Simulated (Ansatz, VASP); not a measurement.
**ZnSe in VASP and in Ansatz**

File INCAR:

```
SYSTEM = ZnSe
PREC = Accurate
ENCUT = 520
EDIFF = 1E-6
ISMEAR = 0
SIGMA = 0.05
LREAL = .False.
LASPH = .True.
NELM = 100
ALGO = Normal
ISIF = 2
LWAVE = .False.
LCHARG = .False.
GGA = PS
NBANDS = 26
```

The input KPOINTS:

```
Automatic mesh
0
Gamma
  8 8 6
  0 0 0
```

Contents of POSCAR:

```
ZnSe
1.0
    3.9625030235      0.0000000000      0.0000000000
    0.0000000000      3.9625030235      0.0000000000
    0.0000000000      0.0000000000      5.4412877586
Zn Se
2 2
Direct
    0.0000000000      0.0000000000      0.0000000000
    0.5000000000      0.5000000000      0.0000000000
    0.0000000000      0.5000000000      0.2681677050
    0.5000000000      0.0000000000      0.7318322950
```

Input for Ansatz:

```yaml
crystal:
  lattice:
    - [3.9625030235, 0.0, 0.0]
    - [0.0, 3.9625030235, 0.0]
    - [0.0, 0.0, 5.4412877586]
  atoms:
    - { symbol: Zn, position: [0.0, 0.0, 0.0] }
    - { symbol: Zn, position: [0.5, 0.5, 0.0] }
    - { symbol: Se, position: [0.0, 0.5, 0.268167705] }
    - { symbol: Se, position: [0.5, 0.0, 0.731832295] }
basis:
  ecutwfc: 520.0
kpoints:
  mp_grid: { grid: [8, 8, 6] }
hamiltonian:
  xc: pbesol
  pseudopotentials: { kind: paw, azcp: { folder: soft_1 } }
scf:
  occupations: { method: gaussian, width: 0.05 }
output:
  forces: true
  stress: true
  eigenvalues: true
```

Alike in both runs: task single point; functional PBEsol; k mesh 8 × 8 × 6; occupations gaussian, width 0.05 eV; no spin polarisation.

|  | VASP | Ansatz |
| --- | --- | --- |
| version | VASP 6.6.1 | Ansatz 0.2.0 |
| potentials or method | VASP PAW PBE potentials, release 64 (Zn, Se), cutoff 520 eV | scalar-relativistic, plane waves, PAW |
| valence electrons in the cell | 36 | 56 |

```csv
,VASP,Ansatz,Ansatz less VASP
gap on the k mesh at the Fermi level (eV),1.81,1.80,-0.008
least direct gap on the mesh (eV),1.81,1.80,-0.008
pressure (GPa),3.8,3.4,-0.36
"traceless stress, the component that is largest in VASP (GPa)",-0.18,-0.18,-0.006
rms of the force components (eV/Å),0.239,0.214,-0.0255
```

VASP's potentials were made for PBE, not for PBEsol, and Ansatz warns of the same on its side. Atom by atom the forces differ by 0.025 eV/Å (rms over components). VASP's potentials hold 36 valence electrons a cell and Ansatz's 56, so a difference there can come from the potentials and not from the codes.
